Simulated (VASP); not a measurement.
Ag:

```xyz
1
Lattice="-1.6219 1.6219 1.6219 1.6219 -1.6219 1.6219 1.6219 1.6219 -1.6219" Properties=species:S:1:pos:R:3 pbc="T T T"
Ag    0.0000    0.0000    0.0000
```

Base run:

```yaml
Program: VASP 6.6.1
Functional: r2SCAN
Potentials_or_basis: VASP PAW PBE potentials, release 64 (Ag)
Cutoff: 520 eV
k_mesh: 11 × 11 × 11
Occupations: fermi-dirac, width 0.05 eV
Spin: no spin polarisation
```

Its results: pressure 2.4 GPa.

**Question.** After a change of settings the same cell gave: pressure 5.3 GPa. Which change was it?
A. functional from r2SCAN to PBEsol; further incar settings from ALGO = Normal; EDIFF = 1e-07; NBANDS = 12 to ALGO = Fast; EDIFF = 1e-06; NBANDS = 12
B. further incar settings from ALGO = Normal; EDIFF = 1e-07; NBANDS = 12 to ALGO = Normal; EDIFF = 1e-06; NBANDS = 12
C. functional from r2SCAN to PBE

**Answer.** C.

Caveats: the PAW data sets were made with another functional, which shifts forces and pressure a little (some runs).
